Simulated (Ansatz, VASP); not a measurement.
**InAs in VASP and in Ansatz**

The input INCAR:

```
SYSTEM = InAs
ALGO     = Normal         ! electronic algorithm
EDIFF    = 1E-7           ! SCF threshold, eV
ENCUT    = 520            ! plane-wave cutoff, eV
GGA      = PE             ! functional
ISIF     = 2              ! what is computed and relaxed
ISMEAR   = 0              ! smearing method
LASPH    = .True.         ! aspherical terms in the spheres
LCHARG   = .True.         ! write CHGCAR
LELF     = .True.         ! ELF
LREAL    = .False.        ! projectors in reciprocal space
LVHAR    = .True.       
LWAVE    = .False.        ! write WAVECAR
NBANDS   = 16             ! bands
NELM     = 100            ! most SCF steps
PREC     = Accurate       ! precision mode
SIGMA    = 0.15           ! smearing width, eV
```

Contents of KPOINTS:

```
k-points
0
Gamma
  14 14 14
  0 0 0
```

POSCAR

```
InAs
1.0
    0.0000000000      3.2659200000      3.0240000000
    3.2659200000      0.0000000000      3.0240000000
    3.2659200000      3.2659200000      0.0000000000
In As
1 1
Direct
    0.0000000000      0.0000000000      0.0000000000
    0.7500000000      0.7500000000      0.7500000000
```

Input for Ansatz:

```yaml
crystal:
  lattice:
    - [0.0, 3.26592, 3.024]
    - [3.26592, 0.0, 3.024]
    - [3.26592, 3.26592, 0.0]
  atoms:
    - { symbol: In, position: [0.0, 0.0, 0.0] }
    - { symbol: As, position: [0.75, 0.75, 0.75] }
basis:
  ecutwfc: 420
kpoints:
  mp_grid: { grid: [14, 14, 14] }
hamiltonian:
  xc: pbe
scf:
  occupations: { method: gaussian, width: 0.15 }
output:
  forces: true
  stress: true
  eigenvalues: true
```

Change from the starting cell: strain +0.080 along x and y, +0.000 along z, atoms carried along.

Alike in both runs: task single point; functional PBE; k mesh 14 × 14 × 14; occupations gaussian, width 0.15 eV; no spin polarisation.

|  | VASP | Ansatz |
| --- | --- | --- |
| version | VASP 6.6.1 | Ansatz 0.2.0 |
| potentials or method | VASP PAW PBE potentials, release 64 (In_d, As), cutoff 520 eV | scalar-relativistic, plane waves, PAW |
| valence electrons in the cell | 18 | 28 |

```tsv
	VASP	Ansatz	Ansatz less VASP
pressure (GPa)	-3.4	-3.4	-0.02
traceless stress, the component that is largest in VASP (GPa)	1.51	1.51	+0.003
```

VASP's potentials hold 18 valence electrons a cell and Ansatz's 28, so a difference there can come from the potentials and not from the codes.
